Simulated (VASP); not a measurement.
A run of VASP 6.6.1 is set up as follows.

File INCAR:

```
SYSTEM = SrTiO3
ALGO = Normal
EDIFF = 1E-6
ENCUT = 520
GGA = PE
ISIF = 2
ISMEAR = 0
LASPH = .True.
LCHARG = .True.
LDAU = .True.
LDAUJ = 0 0 0
LDAUL = -1 2 -1
LDAUPRINT = 1
LDAUTYPE = 2
LDAUU = 0 4 0
LELF = .True.
LMAXMIX = 4
LREAL = .False.
LVHAR = .True.
LWAVE = .False.
NBANDS = 28
NELM = 150
PREC = Accurate
SIGMA = 0.02
```

KPOINTS

```
k-points
0
Gamma
  8 8 8
  0 0 0
```

Contents of POSCAR:

```
SrTiO3
1.0
    4.0745184077      0.0000000000      0.0000000000
    0.0000000000      4.0745184077      0.0000000000
    0.0000000000      0.0000000000      4.0745184077
Sr Ti O
1 1 3
Direct
    0.5000000000      0.5000000000      0.5000000000
    0.0000000000      0.0000000000      0.0000000000
    0.5000000000      0.0000000000      0.0000000000
    0.0000000000      0.5000000000      0.0000000000
    0.0000000000      0.0000000000      0.5000000000
```

Potentials or basis: VASP PAW PBE potentials, release 64 (Sr_sv, Ti_sv, O).

The run is started by

```sh
$ cat potpaw_PBE.64/Sr_sv/POTCAR potpaw_PBE.64/Ti_sv/POTCAR potpaw_PBE.64/O/POTCAR > POTCAR
$ mpirun -np 1 vasp_std > vasp.out
```

Question: Predict the pressure.

Answer: -11.1 GPa.

Question: What does it give for the band gap on the k mesh?

Answer: 2.08 eV (least direct gap 2.54 eV).

Eigenvalues of the final occupation matrices:
| site | spin | trace | eigenvalues |
| --- | --- | --- | --- |
| site 2 d | 1 | 0.75 | 0.10 0.10 0.10 0.23 0.23 |
| site 2 d | 2 | 0.75 | 0.10 0.10 0.10 0.23 0.23 |

Caveat: the cell stands under tension. A k mesh can miss the band edges.
